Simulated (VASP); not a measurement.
# Sc2AlN3 (I4/mmm) in VASP: a series of runs

Runs on Sc2AlN3. Level: PBE. Tasks: single point.

Everything below comes from runs of VASP 6.6.1. Logs are shortened: lines on timing, memory, paths and dates and some standing lists are left out, and cuts for length are marked.

### Step 1. The cell of the first run

Symmetry: I4/mmm, No. 139, tetragonal system. The conventional cell has a = 4.230 Å, b = 4.230 Å, c = 8.445 Å, α = 90.00°, β = 90.00°, γ = 90.00°. Within 2.8 Å of Sc (site symmetry -4m2) lie 2 N at 2.11 Å. Within 2.8 Å of Al (site symmetry 4/mmm) lie 4 N at 2.12 Å. N (site symmetry mmm) has 2 Sc at 2.11 Å and 2 Al at 2.12 Å and 2 N at 2.12 Å within 2.8 Å. Within 2.8 Å of N (site symmetry 4/mmm) lie 4 N at 2.12 Å.

The cell was built from a structure type or drawn by symmetry, and may not be a known phase.

### Step 2. Single point, PBE, collinear spin, ferromagnetic start

INCAR

```
SYSTEM = Sc2AlN3
PREC = Accurate ; ENCUT = 520
EDIFF = 1E-6 ; ISMEAR = 0
SIGMA = 0.1 ; LREAL = .FALSE.
LASPH = .TRUE. ; NELM = 150
ALGO = Normal ; ISIF = 2
LWAVE = .FALSE. ; LCHARG = .FALSE.
ISPIN = 2 ; MAGMOM = 0 0 0 1 1 1
LORBIT = 11 ; LMAXMIX = 4
GGA = PE ; NBANDS = 33
```

KPOINTS

```
regular mesh
0
G
  6 6 6
  0 0 0
```

POSCAR

```
Sc2AlN3
1.0
   -2.1150227738      2.1150227738      4.2227381567
    2.1150227738     -2.1150227738      4.2227381567
    2.1150227738      2.1150227738     -4.2227381567
Sc Al N
2 1 3
Direct
    0.7500000000      0.2500000000      0.5000000000
    0.2500000000      0.7500000000      0.5000000000
    0.5000000000      0.5000000000      0.0000000000
    0.5000000000      0.0000000000      0.5000000000
    0.0000000000      0.5000000000      0.5000000000
    0.0000000000      0.0000000000      0.0000000000
```

Potentials or basis: VASP PAW PBE potentials, release 64 (Sc_sv, Al, N).

Command:

```
cat potpaw_PBE.64/Sc_sv/POTCAR potpaw_PBE.64/Al/POTCAR potpaw_PBE.64/N/POTCAR > POTCAR
mpirun -np 1 vasp_std > vasp.out
```

OUTCAR:

```text
SYSTEM = Sc2AlN3
   PREC = Accurate
   ENCUT = 520
   EDIFF = 1E-6
   ISMEAR = 0
   LREAL = .FALSE.
   LASPH = .TRUE.
   NELM = 150
   ISIF = 2
   ISPIN = 2
   LORBIT = 11
   GGA = PE

 ion  position               nearest neighbor table
   1  0.750  0.250  0.500-   4 2.11   5 2.11   3 2.99   3 2.99   3 2.99   3 2.99   2 2.99   2 2.99
                             2 2.99   2 2.99
   2  0.250  0.750  0.500-   4 2.11   5 2.11   3 2.99   3 2.99   3 2.99   3 2.99   1 2.99   1 2.99
                             1 2.99   1 2.99
   3  0.500  0.500  0.000-   4 2.12   5 2.12   4 2.12   5 2.12   2 2.99   1 2.99   1 2.99   2 2.99
                             2 2.99   1 2.99   1 2.99   2 2.99
   4  0.500  0.000  0.500-   1 2.11   2 2.11   3 2.12   3 2.12
   5  0.000  0.500  0.500-   1 2.11   2 2.11   3 2.12   3 2.12
   6  0.000  0.000  0.000-

  LATTYP: Found a body centered tetragonal cell.
 ALAT       =     4.2300455476
 C/A-ratio  =     1.9965450060

  Lattice vectors:

 A1 = (  -2.1150227738,   2.1150227738,   4.2227381567)
 A2 = (   2.1150227738,  -2.1150227738,   4.2227381567)
 A3 = (   2.1150227738,   2.1150227738,  -4.2227381567)

Analysis of symmetry for initial positions (statically):
=====================================================================
 Subroutine PRICEL returns:
 Original cell was already a primitive cell.

 Routine SETGRP: Setting up the symmetry group for a
 body centered tetragonal supercell.

 Subroutine GETGRP returns: Found 16 space group operations
 (whereof 16 operations were pure point group operations)
 out of a pool of 16 trial point group operations.

The static configuration has the point symmetry D_4h.

Analysis of symmetry for dynamics (positions and initial velocities):
=====================================================================
 Subroutine PRICEL returns:
 Original cell was already a primitive cell.

 Routine SETGRP: Setting up the symmetry group for a
 body centered tetragonal supercell.

 Subroutine GETGRP returns: Found 16 space group operations
 (whereof 16 operations were pure point group operations)
 out of a pool of 16 trial point group operations.

The dynamic configuration has the point symmetry D_4h.

Analysis of structural, dynamic, and magnetic symmetry:
=====================================================================
 Subroutine PRICEL returns:
 Original cell was already a primitive cell.

 Routine SETGRP: Setting up the symmetry group for a
 body centered tetragonal supercell.

 Subroutine GETGRP returns: Found 16 space group operations
[... 148 lines left out ...]
   NGX = 19   NGY = 19   NGZ = 19

 number of electron      40.0000000 magnetization      -0.0015023

 number of electron      40.0000000 magnetization       0.0001040

 Free energy of the ion-electron system (eV)
  ---------------------------------------------------
  ext. energy  EPLUGINS =         0.00000000
  ---------------------------------------------------
  free energy    TOTEN  =       -39.66750098 eV

  energy without entropy =      -39.63945107  energy(sigma->0) =      -39.65347602

 E-fermi :   6.0265     XC(G=0): -11.1471

 val. band max:        5.9901438275   @ k =   0.3333   0.1667  -0.0000
 cond. band min:       6.0328893074   @ k =  -0.1667   0.5000   0.1667
 fundamental gap:      0.0427454798
 Fermi energy:         6.0264597500

 spin component 1

 k-point     1 :       0.0000    0.0000    0.0000
  band No.  band energies     occupation
      1     -43.2596      1.00000
      2     -43.1439      1.00000
      3     -22.1935      1.00000
      4     -22.1935      1.00000
      5     -21.7987      1.00000
      6     -21.7821      1.00000
[... 829 lines left out ...]
     31      10.7649      0.00000
     32      12.5596      0.00000

 [... further k-points ...]

 spin component 2

 k-point     1 :       0.0000    0.0000    0.0000
  band No.  band energies     occupation
      1     -43.2595      1.00000
      2     -43.1438      1.00000
      3     -22.1934      1.00000
      4     -22.1934      1.00000
      5     -21.7987      1.00000
      6     -21.7820      1.00000
[... 829 lines left out ...]
     31      10.7650      0.00000
     32      12.5596      0.00000

 [... further k-points ...]

 [bands above 32 left out]

------------------------ aborting loop because EDIFF is reached ----------------------------------------

  FORCE on cell =-STRESS in cart. coord.  units (eV):
  Direction    XX          YY          ZZ          XY          YZ          ZX
  --------------------------------------------------------------------------------------
  -------------------------------------------------------------------------------------
  Total       -0.0320564     -0.0320564      0.5294794      0.0000000      0.0000000      0.0000000
  in kB       -0.6797368     -0.6797368     11.2273028      0.0000000      0.0000000      0.0000000
  external PRESSURE =       3.2892764 kB  Pullay stress =       0.0000000 kB

 VOLUME and BASIS-vectors are now :
 -----------------------------------------------------------------------------
  energy-cutoff  :      520.00
  volume of cell :       75.56
      direct lattice vectors                 reciprocal lattice vectors
    -2.115022774  2.115022774  4.222738157     0.000000000  0.236404074  0.118406584
     2.115022774 -2.115022774  4.222738157     0.236404074  0.000000000  0.118406584
     2.115022774  2.115022774 -4.222738157     0.236404074  0.236404074  0.000000000

 POSITION                                       TOTAL-FORCE (eV/Angst)
 -----------------------------------------------------------------------------------
      0.00000      2.11502      2.11137        -0.000000     -0.000000     -0.000000
      2.11502      0.00000      2.11137         0.000000      0.000000      0.000000
      0.00000      0.00000      4.22274         0.000000     -0.000000      0.000000
      0.00000      2.11502      0.00000         0.000000     -0.000000      0.000000
      2.11502      0.00000      0.00000         0.000000     -0.000000      0.000000
      0.00000      0.00000      0.00000         0.000000     -0.000000      0.000000
 -----------------------------------------------------------------------------------
    total drift:                                0.000000      0.000000     -0.000000

  FREE ENERGIE OF THE ION-ELECTRON SYSTEM (eV)
  ---------------------------------------------------
  free  energy   TOTEN  =       -39.6675009794 eV

  energy  without entropy=      -39.6394510665  energy(sigma->0) =      -39.65347602

 total charge

# of ion       s       p       d       tot
------------------------------------------
    1        2.242   6.182   1.186   9.610
    2        2.242   6.182   1.186   9.610
    3        0.352   0.376   0.000   0.729
    4        1.292   2.335   0.000   3.627
    5        1.292   2.335   0.000   3.627
    6        1.396   1.954   0.000   3.350
--------------------------------------------------
tot          8.815  19.364   2.373  30.552

 magnetization (x)

# of ion       s       p       d       tot
------------------------------------------
    1        0.000   0.000   0.000   0.000
    2        0.000   0.000   0.000   0.000
    3       -0.000  -0.000   0.000  -0.000
    4       -0.000  -0.000   0.000  -0.000
    5       -0.000  -0.000   0.000  -0.000
    6        0.000  -0.000   0.000  -0.000
--------------------------------------------------
tot          0.000  -0.000   0.000   0.000
```

OSZICAR:

```text
N       E                     dE             d eps       ncg     rms          rms(c)
DAV:   1     0.507876637271E+03    0.50788E+03   -0.17984E+04  3976   0.126E+03
DAV:   2     0.158873838099E+02   -0.49199E+03   -0.47687E+03  3976   0.436E+02
DAV:   3    -0.428600273349E+02   -0.58747E+02   -0.55385E+02  6444   0.139E+02
[... 12 lines left out ...]
DAV:  16    -0.396675050664E+02    0.50365E-05   -0.47675E-04  5964   0.122E-01    0.253E-02
DAV:  17    -0.396675060081E+02   -0.94165E-06   -0.37584E-05  5166   0.332E-02    0.169E-02
DAV:  18    -0.396675035619E+02    0.24462E-05   -0.38523E-05  5053   0.243E-02    0.863E-03
DAV:  19    -0.396675010898E+02    0.24721E-05   -0.13386E-05  4733   0.151E-02    0.214E-03
DAV:  20    -0.396675009794E+02    0.11037E-06   -0.74478E-07  2506   0.458E-03
   1 F= -.39667501E+02 E0= -.39653476E+02  d E =-.280499E-01  mag=    -0.0001
```

Run time: 4.6 min. Hardware: 1 thread of Intel Xeon Platinum 8259CL at 2.50GHz (Skylake/Cascade Lake), shared host; peak memory 0.34 GiB.

What came out:

* Free energy: -39.6675 eV
* Pressure: 0.3 GPa
* Band gap on the k mesh: zero (filled and empty bands overlap)
* Net moment: 0.00 μB per cell
* Valence electrons inside the program's atomic spheres: Sc 9.61; Al 0.73; N 3.63, 3.35 (each value once)

### Step 3. Single point, PBE, collinear spin, ferromagnetic start

This run uses another cell than the first one, of 15.93 Å³/atom.

INCAR

```
SYSTEM = Sc2AlN3
PREC     = Accurate       ! precision mode
ENCUT    = 520            ! plane-wave cutoff, eV
EDIFF    = 1E-6           ! SCF threshold, eV
ISMEAR   = 0              ! smearing method
SIGMA    = 0.1            ! smearing width, eV
LREAL    = .False.        ! projectors in reciprocal space
LASPH    = .True.         ! aspherical terms in the spheres
NELM     = 150            ! most SCF steps
ALGO     = Normal         ! electronic algorithm
ISIF     = 2              ! what is computed and relaxed
LWAVE    = .False.        ! write WAVECAR
LCHARG   = .False.        ! write CHGCAR
ISPIN    = 2              ! spin polarisation
MAGMOM   = 0 0 0 1 1 1    ! initial moments
LORBIT   = 11             ! projections on sites
LMAXMIX  = 4              ! l up to which the mixer works
GGA      = PE             ! functional
NBANDS   = 33             ! bands
```

KPOINTS

```
regular mesh
0
Gamma
  6 6 6
  0 0 0
```

Edit POSCAR of step 2 so:

```diff
@@ -2,5 +2,5 @@
 1.0
-   -2.1150227738      2.1150227738      4.2227381567
-    2.1150227738     -2.1150227738      4.2227381567
-    2.1150227738      2.1150227738     -4.2227381567
+   -2.5235715600      2.5235715600      3.7532666100
+    2.5235715600     -2.5235715600      3.7532666100
+    2.5235715600      2.5235715600     -3.7532666100
 Sc Al N
```

Potentials or basis: VASP PAW PBE potentials, release 64 (Sc_sv, Al, N).

Command:

```
cat potpaw_PBE.64/Sc_sv/POTCAR potpaw_PBE.64/Al/POTCAR potpaw_PBE.64/N/POTCAR > POTCAR
mpirun -np 1 vasp_std > vasp.out
```

Run time: 4.5 min. Hardware: 1 thread of Intel Xeon Platinum 8259CL at 2.50GHz (Skylake/Cascade Lake), shared host; peak memory 0.37 GiB.

The run converged. Its results:

| Property | Result |
| --- | --- |
| Free energy | -36.4213 eV |
| Pressure | 7.1 GPa |
| Net moment | 0.50 μB per cell |
| Site moments | Sc -0.00; Al +0.02; N +0.03, +0.29 (each value once) μB |
| Valence electrons inside the program's atomic spheres | Sc 9.81; Al 0.70; N 3.68, 3.30 (each value once) |

Stress tensor (GPa, compression positive):
```
-11.85   0.00   0.00
  0.00 -11.85   0.00
  0.00   0.00  45.02
```

Levels at points of the mesh, in eV from the Fermi level:
Spin up:
```tsv
k point	band 16	band 17	band 18	band 19	band 20	band 21	band 22	band 23	band 24	band 25
(0.00, 0.00, 0.00)	-2.53	-2.53	-2.37	-0.99	0.56	1.10	1.10	1.33	2.71	2.71
(0.50, 0.00, 0.00)	-2.49	-2.13	-2.01	-1.28	-1.01	0.20	0.80	1.45	1.61	1.76
(0.50, 0.50, 0.00)	-2.25	-2.03	-1.33	-1.32	-0.15	0.01	0.31	0.59	1.18	1.61
(0.50, 0.50, 0.50)	-3.39	-3.18	-3.07	0.07	0.34	1.05	1.13	1.13	1.90	1.90
```
Spin down:
```csv
k point,band 17,band 18,band 19,band 20,band 21,band 22,band 23,band 24
"(0.00, 0.00, 0.00)",-2.36,-2.10,-0.92,0.54,1.52,1.52,1.53,2.72
"(0.50, 0.00, 0.00)",-2.06,-1.88,-0.99,-0.79,0.42,1.06,1.46,1.59
"(0.50, 0.50, 0.00)",-1.74,-1.27,-0.79,-0.13,0.13,0.28,0.88,1.24
"(0.50, 0.50, 0.50)",-3.11,-2.97,0.10,0.72,1.02,1.58,1.58,1.91
```

Caveat: the cell stands under pressure.
